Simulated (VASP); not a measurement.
# Bi2Te2Se (R-3m) in VASP: further runs

Runs on Bi2Te2Se. Level: PBEsol. Tasks: single point.

Program: VASP 6.6.1. These are calculated values, not measurements. Logs are shortened: lines on timing, memory, paths and dates and some standing lists are left out, and cuts for length are marked.

### 1 The cell of the first run

The structure is trigonal, space group R-3m (No. 166). The conventional cell has a = 4.234 Å, b = 4.234 Å, c = 31.108 Å, α = 90.00°, β = 90.00°, γ = 120.00°. Within 3.9 Å of Bi (site symmetry 3m) lie 3 Te at 2.99 Å and 3 Se at 3.05 Å. Within 3.9 Å of Te (site symmetry 3m) lie 3 Bi at 2.99 Å. Se (site symmetry -3m) has 6 Bi at 3.05 Å within 4.0 Å.

### 2 Single point, PBEsol (32.19 Å³/atom)

Input file INCAR:

```
ALGO = Normal
EDIFF = 1E-7
ENCUT = 520
GGA = PS
ISIF = 2
ISMEAR = -1
LASPH = T
LCHARG = F
LREAL = F
LWAVE = F
NBANDS = 32
NELM = 80
PREC = Accurate
SIGMA = 0.05
```

Input file KPOINTS:

```
k-points
0
Gamma
  7 7 7
```

Input file POSCAR:

```
Bi2Te2Se
1.0
    2.1168549803      1.2221667928     10.3694785535
   -2.1168549803      1.2221667928     10.3694785535
    0.0000000000     -2.4443335855     10.3694785535
Bi Te Se
2 2 1
Direct
    0.3917212400      0.3917212400      0.3917212400
    0.6082787600      0.6082787600      0.6082787600
    0.7804048700      0.7804048700      0.7804048700
    0.2195951300      0.2195951300      0.2195951300
    0.0000000000      0.0000000000      0.0000000000
```

Potentials or basis: VASP PAW PBE potentials, release 64 (Bi_d, Te, Se).

Run with:

```console
$ cat potpaw_PBE.64/Bi_d/POTCAR potpaw_PBE.64/Te/POTCAR potpaw_PBE.64/Se/POTCAR > POTCAR
$ mpirun -np 1 vasp_std > vasp.out
```

OUTCAR:

```text
EDIFF = 1E-7
   ENCUT = 520
   GGA = PS
   ISIF = 2
   ISMEAR = -1
   LASPH = T
   LREAL = F
   NELM = 80
   PREC = Accurate

 ion  position               nearest neighbor table
   1  0.392  0.392  0.392-   3 2.99   3 2.99   3 2.99   5 3.05   5 3.05   5 3.05
   2  0.608  0.608  0.608-   4 2.99   4 2.99   4 2.99   5 3.05   5 3.05   5 3.05
   3  0.780  0.780  0.780-   1 2.99   1 2.99   1 2.99
   4  0.220  0.220  0.220-   2 2.99   2 2.99   2 2.99
   5  0.000  0.000  0.000-   2 3.05   2 3.05   1 3.05   1 3.05   2 3.05   1 3.05

  LATTYP: Found a trigonal (rhomboedric) cell.
 ALAT       =    10.6536778696
 COS(alpha) =     0.9210389187

  Lattice vectors:

 A1 = (   2.1168549803,   1.2221667928,  10.3694785535)
 A2 = (  -2.1168549803,   1.2221667928,  10.3694785535)
 A3 = (   0.0000000000,  -2.4443335855,  10.3694785535)

Analysis of symmetry for initial positions (statically):
=====================================================================
 Subroutine PRICEL returns:
 Original cell was already a primitive cell.

 Routine SETGRP: Setting up the symmetry group for a
 trigonal (rhombohedral) supercell.

 Subroutine GETGRP returns: Found 12 space group operations
 (whereof 12 operations were pure point group operations)
 out of a pool of 12 trial point group operations.

The static configuration has the point symmetry D_3d.

Analysis of symmetry for dynamics (positions and initial velocities):
=====================================================================
 Subroutine PRICEL returns:
 Original cell was already a primitive cell.

 Routine SETGRP: Setting up the symmetry group for a
 trigonal (rhombohedral) supercell.

 Subroutine GETGRP returns: Found 12 space group operations
 (whereof 12 operations were pure point group operations)
 out of a pool of 12 trial point group operations.

The dynamic configuration has the point symmetry D_3d.

 Subroutine INISYM returns: Found 12 space group operations
 (whereof 12 operations are pure point group operations),
 and found     1 'primitive' translations

----------------------------------------------------------------------------------------

                                     Primitive cell

  volume of cell :     160.9644

  direct lattice vectors                    reciprocal lattice vectors
     2.116854980  1.222166793 10.369478554     0.236199458  0.136369821  0.032145622
    -2.116854980  1.222166793 10.369478554    -0.236199458  0.136369821  0.032145622
     0.000000000 -2.444333585 10.369478554     0.000000000 -0.272739642  0.032145622

  length of vectors
    10.653677870 10.653677870 10.653677870     0.274627481  0.274627481  0.274627481

  position of ions in fractional coordinates (direct lattice)
     0.391721240  0.391721240  0.391721240
     0.608278760  0.608278760  0.608278760
     0.780404870  0.780404870  0.780404870
     0.219595130  0.219595130  0.219595130
     0.000000000  0.000000000  0.000000000

  ion indices of the primitive-cell ions
   primitive index   ion index
                 1           1
                 2           2
                 3           3
                 4           4
                 5           5

----------------------------------------------------------------------------------------

 KPOINTS: k-points

Automatic generation of k-mesh.
 Grid dimensions read from file:
 generate k-points for:    7    7    7

 Generating k-lattice:

  Cartesian coordinates                     Fractional coordinates (reciprocal lattice)
     0.033742780  0.019481403  0.004592232     0.142857143  0.000000000  0.000000000
    -0.033742780  0.019481403  0.004592232     0.000000000  0.142857143  0.000000000
     0.000000000 -0.038962806  0.004592232     0.000000000  0.000000000  0.142857143

  Length of vectors
     0.039232497  0.039232497  0.039232497

  Shift w.r.t. Gamma in fractional coordinates (k-lattice)
     0.000000000  0.000000000  0.000000000

 Subroutine IBZKPT returns following result:
 ===========================================

 Found     44 irreducible k-points:

 Following reciprocal coordinates:
            Coordinates               Weight
  0.000000  0.000000  0.000000      1.000000
  0.142857 -0.000000 -0.000000      6.000000
  0.285714 -0.000000 -0.000000      6.000000
  0.428571 -0.000000 -0.000000      6.000000
  0.142857  0.142857 -0.000000      6.000000
  0.285714  0.142857 -0.000000     12.000000
[... 16 lines left out ...]
  0.285714  0.285714  0.142857      6.000000
  0.428571  0.285714  0.142857     12.000000
 [... further k-points ...]
   k-points           NKPTS =     44   k-points in BZ     NKDIM =     44   number of bands    NBANDS=     32
   number of dos      NEDOS =    301   number of ions     NIONS =      5
   total plane-waves  NPLWV = 512000
   dimension x,y,z NGX =    80 NGY =   80 NGZ =   80
   dimension x,y,z NGXF=   160 NGYF=  160 NGZF=  160
   ions per type =               2   2   1
   NGX,Y,Z   is equivalent  to a cutoff of  12.48, 12.48, 12.48 a.u.
   NGXF,Y,Z  is equivalent  to a cutoff of  24.97, 24.97, 24.97 a.u.
 SYSTEM =  unknown system
   PREC   = accura    normal or accurate (medium, high low for compatibility)
   ISTART =      0    job   : 0-new  1-cont  2-samecut
   ICHARG =      2    charge: 1-file 2-atom 10-const
   ISPIN  =      1    spin polarized calculation?
   LNONCOLLINEAR =      F non collinear calculations
   LSORBIT =      F    spin-orbit coupling
   LASPH  =      T    aspherical Exc in radial PAW
   ENCUT  =  520.0 eV  38.22 Ry    6.18 a.u.  19.81 19.81 19.81*2*pi/ulx,y,z
   NELM   =     80;   NELMIN=  2; NELMDL= -5     # of ELM steps
   EDIFF  = 0.1E-06   stopping-criterion for ELM
   LREAL  =      F    real-space projection
   EDIFFG = 0.1E-05   stopping-criterion for IOM
   NSW    =      0    number of steps for IOM
   IBRION =     -1    ionic relax: 0-MD 1-quasi-New 2-CG
   NFREE  =      0    steps in history (QN), initial steepest desc. (CG)
   ISIF   =      2    stress and relaxation
   ISYM   =      2    0-nonsym 1-usesym 2-fastsym
   POTIM  = 0.5000    time-step for ionic-motion
   TEBEG  =    0.0;   TEEND  =   0.0 temperature during run
   PSTRESS=    0.0 pullay stress
   NELECT =      48.0000    total number of electrons
   NUPDOWN=      -1.0000    fix difference up-down
   EMIN   =  10.00;   EMAX   =-10.00  energy-range for DOS
   EFERMI =   0.00;   METHOD = LEGACY
   ISMEAR =    -1;   SIGMA  =   0.05  broadening in eV -4-tet -1-fermi 0-gaus
   EFERMI_NEDOS =   21; number of points for ismear=-14 and -15
   IALGO  =     38    algorithm
   IMIX   =      4    mixing-type and parameters
     AMIX     =   0.40;   BMIX     =  1.00
     AMIX_MAG =   1.60;   BMIX_MAG =  1.00
  volume/ion in A,a.u.               =      32.19       217.25
  Fermi-wavevector in a.u.,A,eV,Ry     =   1.093735  2.066859 16.276046  1.196256
  Thomas-Fermi vector in A             =   2.230026
   LORBIT       =      0    0 simple, 1 ext, 2 COOP (PROOUT), +10 PAW based schemes
   GGA     = PS    functional components
   LHFCALC =     F    Hartree Fock is set to
   AEXX    =    0.0000 exact exchange contribution
   IVDW    =     0    specifies the selected vdW correction
   LEPSILON=     F    determine dielectric tensor
   LRPA    =     F    only Hartree local field effects (RPA)
 non-spin polarized calculation
  energy-cutoff  :      520.00
  volume of cell :      160.96
 maximum number of plane-waves:      4355
   NGX = 39   NGY = 39   NGZ = 39

 number of electron      47.9999995 magnetization

 Free energy of the ion-electron system (eV)
  ---------------------------------------------------
  ext. energy  EPLUGINS =         0.00000000
  ---------------------------------------------------
  free energy    TOTEN  =       -20.88688204 eV

  energy without entropy =      -20.88673450  energy(sigma->0) =      -20.88680827

 E-fermi :   5.6119     XC(G=0):  -9.4614

 val. band max:        5.4187052125   @ k =   0.0000   0.0000   0.0000
 cond. band min:       5.7742072282   @ k =   0.0000   0.0000   0.0000
 fundamental gap:      0.3555020157
 Fermi energy:         5.6118676128

 k-point     1 :       0.0000    0.0000    0.0000
  band No.  band energies     occupation
      1     -17.4325      2.00000
      2     -17.4325      2.00000
      3     -17.4291      2.00000
      4     -17.4291      2.00000
      5     -17.4161      2.00000
      6     -17.4140      2.00000
[... 24 lines left out ...]
     31      11.0808      0.00000
     32      11.8252      0.00000

 k-point     2 :       0.1429   -0.0000   -0.0000
  band No.  band energies     occupation
      1     -17.4354      2.00000
      2     -17.4312      2.00000
      3     -17.4292      2.00000
      4     -17.4260      2.00000
      5     -17.4156      2.00000
      6     -17.4138      2.00000
[... 24 lines left out ...]
     31      10.4671      0.00000
     32      11.1037      0.00000

 k-point     3 :       0.2857   -0.0000   -0.0000
  band No.  band energies     occupation
      1     -17.4433      2.00000
      2     -17.4370      2.00000
      3     -17.4245      2.00000
      4     -17.4207      2.00000
      5     -17.4194      2.00000
      6     -17.4137      2.00000
[... 24 lines left out ...]
     31       9.7701      0.00000
     32      11.5671      0.00000

 k-point     4 :       0.4286   -0.0000   -0.0000
  band No.  band energies     occupation
      1     -17.4503      2.00000
      2     -17.4422      2.00000
      3     -17.4240      2.00000
      4     -17.4221      2.00000
      5     -17.4178      2.00000
      6     -17.4161      2.00000
[... 654 lines left out ...]
     31       9.6260      0.00000
     32      11.5789      0.00000

 k-point    23 :       0.2857    0.2857    0.1429
  band No.  band energies     occupation
      1     -17.4354      2.00000
      2     -17.4312      2.00000
      3     -17.4292      2.00000
      4     -17.4260      2.00000
      5     -17.4156      2.00000
      6     -17.4138      2.00000
[... 24 lines left out ...]
     31      10.6044      0.00000
     32      11.0170      0.00000

 k-point    24 :       0.4286    0.2857    0.1429
  band No.  band energies     occupation
      1     -17.4391      2.00000
      2     -17.4348      2.00000
      3     -17.4251      2.00000
      4     -17.4248      2.00000
      5     -17.4165      2.00000
      6     -17.4149      2.00000
[... 24 lines left out ...]
     31      10.3281      0.00000
     32      10.4692      0.00000

 [... further k-points ...]

------------------------ aborting loop because EDIFF is reached ----------------------------------------

  FORCE on cell =-STRESS in cart. coord.  units (eV):
  Direction    XX          YY          ZZ          XY          YZ          ZX
  --------------------------------------------------------------------------------------
  -------------------------------------------------------------------------------------
  Total        1.9190850      1.9190850      1.8315867      0.0000000      0.0000000      0.0000000
  in kB       19.1018331     19.1018331     18.2309081      0.0000000      0.0000000      0.0000000
  external PRESSURE =      18.8115248 kB  Pullay stress =       0.0000000 kB

 VOLUME and BASIS-vectors are now :
 -----------------------------------------------------------------------------
  energy-cutoff  :      520.00
  volume of cell :      160.96
      direct lattice vectors                 reciprocal lattice vectors
     2.116854980  1.222166793 10.369478554     0.236199458  0.136369821  0.032145622
    -2.116854980  1.222166793 10.369478554    -0.236199458  0.136369821  0.032145622
     0.000000000 -2.444333585 10.369478554     0.000000000 -0.272739642  0.032145622

 POSITION                                       TOTAL-FORCE (eV/Angst)
 -----------------------------------------------------------------------------------
      0.00000      0.00000     12.18583         0.000000     -0.000000     -0.278725
      0.00000      0.00000     18.92260         0.000000      0.000000      0.278725
      0.00000      0.00000     24.27717         0.000000      0.000000      0.533573
      0.00000      0.00000      6.83126         0.000000     -0.000000     -0.533573
      0.00000      0.00000      0.00000         0.000000      0.000000     -0.000000
 -----------------------------------------------------------------------------------
    total drift:                                0.000000      0.000000     -0.000000

  FREE ENERGIE OF THE ION-ELECTRON SYSTEM (eV)
  ---------------------------------------------------
  free  energy   TOTEN  =       -20.8868820370 eV

  energy  without entropy=      -20.8867345047  energy(sigma->0) =      -20.88680827
```

Run time: 9.9 min. Hardware: 1 thread of Intel Xeon 6975P-C (Granite Rapids), shared host; peak memory 1 GiB.

What came out:

```
Free energy            : -20.8869 eV
Pressure               : 1.9 GPa
Largest force          : 0.534 eV/Å
Band gap on the k mesh : 0.36 eV
```

Forces on the atoms (eV/Å):
```
Bi   0.000  0.000 -0.279
Bi   0.000  0.000  0.279
Te   0.000  0.000  0.534
Te   0.000  0.000 -0.534
Se   0.000  0.000  0.000
```

Levels at points of the mesh, in eV from the valence-band top:
```
           k point  band 21  band 22  band 23  band 24  band 25  band 26  band 27  band 28
(0.00, 0.00, 0.00)    -1.17    -0.73    -0.73     0.00     0.36     1.32     1.32     2.18
```

Caveat: the PAW data sets were made with another functional, which shifts forces and pressure a little; spin-orbit coupling is left out, which moves the levels of the heavy elements. A k mesh can miss the band edges.

### 3 Single point, PBEsol (32.88 Å³/atom)

This run uses another cell than the first one, of 32.88 Å³/atom.

Input file INCAR:

```
SYSTEM = Bi2Te2Se
PREC = Accurate ; ENCUT = 520
EDIFF = 1E-6 ; ISMEAR = -1
SIGMA = 0.05 ; LREAL = .False.
LASPH = .True. ; NELM = 100
ALGO = Normal ; ISIF = 2
LWAVE = .False. ; LCHARG = .False.
GGA = PS ; NBANDS = 32
```

Input file KPOINTS:

```
Automatic mesh
0
Gamma
  7 7 7
  0 0 0
```

POSCAR, as its differences from that of step 2:

```diff
@@ -2,5 +2,5 @@
 1.0
-    2.1168549803      1.2221667928     10.3694785535
-   -2.1168549803      1.2221667928     10.3694785535
-    0.0000000000     -2.4443335855     10.3694785535
+    2.1317629009      1.2307738847     10.4425054564
+   -2.1317629009      1.2307738847     10.4425054564
+    0.0000000000     -2.4615477695     10.4425054564
 Bi Te Se
```

Potentials or basis: VASP PAW PBE potentials, release 64 (Bi_d, Te, Se).

Run with:

```console
$ cat potpaw_PBE.64/Bi_d/POTCAR potpaw_PBE.64/Te/POTCAR potpaw_PBE.64/Se/POTCAR > POTCAR
$ mpirun -np 1 vasp_std > vasp.out
```

It took 9.6 min on 1 thread of Intel Xeon 6975P-C (Granite Rapids), shared host; peak memory 1.1 GiB.

It converged, with:

```yaml
Free_energy: -20.9144 eV
Pressure: 0.6 GPa
Largest_force: 0.338 eV/Å
Band_gap_on_the_k_mesh: 0.37 eV
```

Forces in eV/Å, atoms in the order of the input:
```
Bi   0.000  0.000 -0.201
Bi   0.000  0.000  0.201
Te   0.000  0.000  0.338
Te   0.000  0.000 -0.338
Se   0.000  0.000  0.000
```

Levels at points of the mesh, in eV from the valence-band top:
```tsv
k point	band 21	band 22	band 23	band 24	band 25	band 26	band 27	band 28
(0.00, 0.00, 0.00)	-1.11	-0.69	-0.69	0.00	0.37	1.34	1.34	2.18
```

Caveat: the PAW data sets were made with another functional, which shifts forces and pressure a little; spin-orbit coupling is left out, which moves the levels of the heavy elements.

### 4 Single point, PBEsol (33.56 Å³/atom)

This run uses another cell than the first one, of 33.56 Å³/atom.

Input file INCAR:

```
PREC     = Accurate       # precision mode
ENCUT    = 520            # plane-wave cutoff, eV
EDIFF    = 1E-6           # SCF threshold, eV
ISMEAR   = -1             # smearing method
SIGMA    = 0.05           # smearing width, eV
LREAL    = F              # projectors in reciprocal space
LASPH    = T              # aspherical terms in the spheres
NELM     = 100            # most SCF steps
ALGO     = Normal         # electronic algorithm
ISIF     = 2              # what is computed and relaxed
LWAVE    = F              # write WAVECAR
LCHARG   = F              # write CHGCAR
GGA      = PS             # functional
NBANDS   = 32             # bands
```

Input file KPOINTS:

```
Automatic mesh
0
Gamma
  7 7 7
```

POSCAR, as its differences from that of step 3:

```diff
@@ -2,5 +2,5 @@
 1.0
-    2.1317629009      1.2307738847     10.4425054564
-   -2.1317629009      1.2307738847     10.4425054564
-    0.0000000000     -2.4615477695     10.4425054564
+    2.1464651786      1.2392622487     10.5145250113
+   -2.1464651786      1.2392622487     10.5145250113
+    0.0000000000     -2.4785244974     10.5145250113
 Bi Te Se
```

Run with:

```console
$ cat potpaw_PBE.64/Bi_d/POTCAR potpaw_PBE.64/Te/POTCAR potpaw_PBE.64/Se/POTCAR > POTCAR
$ mpirun -np 1 vasp_std > vasp.out
```

It took 10 min on 1 thread of Intel Xeon 6975P-C (Granite Rapids), shared host; peak memory 1.1 GiB.

It converged, with:

```yaml
Free_energy: -20.9170 eV
Pressure: -0.5 GPa
Largest_force: 0.157 eV/Å
Band_gap_on_the_k_mesh: 0.38 eV
```

Forces on the atoms (eV/Å):
```
Bi   0.000  0.000 -0.130
Bi   0.000  0.000  0.130
Te   0.000  0.000  0.157
Te   0.000  0.000 -0.157
Se   0.000  0.000  0.000
```

Levels at points of the mesh, in eV from the valence-band top:
| k point | band 22 | band 23 | band 24 | band 25 | band 26 | band 27 |
| --- | --- | --- | --- | --- | --- | --- |
| (0.00, 0.00, 0.00) | -0.65 | -0.65 | 0.00 | 0.38 | 1.36 | 1.36 |

Caveat: the PAW data sets were made with another functional, which shifts forces and pressure a little; spin-orbit coupling is left out, which moves the levels of the heavy elements.

(Part 1 of 2 ends here.)
